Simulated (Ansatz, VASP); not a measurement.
# Hf in VASP and in Ansatz

```
CELL_PARAMETERS angstrom
2.31451 0.00000 0.00000
-1.15725 2.00442 0.00000
0.00000 0.00000 4.04080
ATOMIC_POSITIONS crystal
Hf 0.33333 0.66667 0.25000
Hf 0.66667 0.33333 0.75000
```

Change from the starting cell: volume scaled by 0.45, PAW files.

Alike in both runs: task single point; functional LDA; k mesh 15 × 15 × 8; occupations fermi-dirac, width 0.08 eV; no spin polarisation.

```csv
,VASP,Ansatz
version,VASP 6.6.1,Ansatz 0.2.0
potentials or method,"VASP PAW LDA potentials, release 64 (Hf_pv)","PAW with Ansatz's default frozen-core files, scalar-relativistic"
plane-wave cutoff (eV),520,420
valence electrons in the cell,20,52
```

|  | VASP | Ansatz | Ansatz less VASP |
| --- | --- | --- | --- |
| pressure (GPa) | 396.2 | 402.9 | +6.74 |
| traceless stress, the component that is largest in VASP (GPa) | -0.49 | -0.12 | +0.376 |

LDA's correlation is that of Perdew and Zunger in VASP and of Perdew and Wang (1992) in Ansatz. Both programs put the cell under a high pressure, so it lies far from rest at this level. VASP's potentials hold 20 valence electrons a cell and Ansatz's 52, so a difference there can come from the potentials and not from the codes.

Neither program's run includes spin-orbit coupling. Noted on VASP's run: the cell as given lies far from equilibrium.
